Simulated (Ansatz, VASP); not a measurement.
# Ti: VASP beside Ansatz

```xyz
2
Lattice="2.9358 0.0000 0.0000 -1.4679 2.5425 0.0000 0.0000 0.0000 4.6399" Properties=species:S:1:pos:R:3 pbc="T T T"
Ti    0.0000    1.6950    1.1600
Ti    1.4679    0.8475    3.4800
```

Alike in both runs: functional r2SCAN; k mesh 17 × 17 × 9; occupations fermi-dirac, width 0.08 eV; no spin polarisation.

Ansatz relaxed the structure, and its values are those at the end. VASP's run is a single point on that final structure, the one shown.

|  | VASP | Ansatz |
| --- | --- | --- |
| version | VASP 6.6.1 | Ansatz 0.2.0 |
| potentials or method | VASP PAW PBE potentials, release 64 (Ti_sv) | PAW with Ansatz's default frozen-core files, scalar-relativistic |
| plane-wave cutoff (eV) | 520 | 500 |
| valence electrons in the cell | 24 | 24 |

VASP gave:

* pressure (GPa): 0.4

Q: Estimate Ansatz's values.

A: Pressure (GPa): 0.0.

VASP's potentials were made for PBE, not for r2SCAN.
